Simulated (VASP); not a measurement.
Write the native input for VASP 6.6.1 that does the following.

| Item | Value |
| --- | --- |
| Task | single point |
| Functional | r2SCAN |
| Potentials or basis | VASP PAW PBE potentials, release 64 (Ga_d, N) |
| Cutoff | 520 eV |
| k mesh | 10 × 10 × 10 |
| Occupations | gaussian, width 0.01 eV |
| Spin | no spin polarisation |
| Dipole correction | no |
| Further INCAR settings | ALGO = Normal; EDIFF = 1e-06; NBANDS = 16 |

The system is GaN.

```xyz
2
Lattice="-0.0425 2.2514 2.2514 2.2514 -0.0425 2.2514 2.2514 2.2514 -0.0425" Properties=species:S:1:pos:R:3 pbc="T T T"
Ga   -0.0056   -0.0056   -0.0056
N     1.1207    1.1207    1.1207
```

This cell differs from its parent crystal: epitaxial 111 strain +2.0%.

The input as run:

POSCAR

```
GaN
1.0
   -0.0424854305      2.2514461614      2.2514461614
    2.2514461614     -0.0424854305      2.2514461614
    2.2514461614      2.2514461614     -0.0424854305
Ga N
1 1
Direct
   -0.0012512220     -0.0012512220     -0.0012512220
    0.2512512220      0.2512512220      0.2512512220
```

INCAR.step1

```
SYSTEM = GaN
PREC = Accurate
ENCUT = 520
ISMEAR = 0
SIGMA = 0.01
LREAL = .FALSE.
LASPH = .TRUE.
NELM = 60
NBANDS = 16
GGA = PE
ALGO = Normal
EDIFF = 1E-4
LWAVE = .TRUE.
LCHARG = .FALSE.
```

INCAR.step2

```
SYSTEM = GaN
PREC = Accurate
ENCUT = 520
EDIFF = 1E-6
ISMEAR = 0
SIGMA = 0.01
LREAL = .FALSE.
LASPH = .TRUE.
NELM = 60
ALGO = Normal
ISIF = 2
LWAVE = .FALSE.
LCHARG = .FALSE.
METAGGA = R2SCAN
LMIXTAU = .TRUE.
NBANDS = 16
ISTART = 1
```

KPOINTS

```
regular mesh
0
G
  10 10 10
  0 0 0
```

Potentials or basis: VASP PAW PBE potentials, release 64 (Ga_d, N).

The run is started by

```sh
$ cat potpaw_PBE.64/Ga_d/POTCAR potpaw_PBE.64/N/POTCAR > POTCAR
$ cp INCAR.step1 INCAR
$ mpirun -np 1 vasp_std > vasp.out
$ cp INCAR.step2 INCAR
$ mpirun -np 1 vasp_std > vasp.out
```

Results of the run:

```json
{
  "Pressure": "-4.6 GPa",
  "Largest force": "0.016 eV/Å",
  "Band gap on the k mesh": "1.82 eV, direct"
}
```

Caveat: the cell differs from its parent crystal (epitaxial 111 strain +2.0%); the PAW data sets were made with another functional, which shifts forces and pressure a little.

Run time: 2.7 min on 1 thread of AMD EPYC 7R13 Processor (Zen 3) (shared host), peak memory 0.14 GiB.
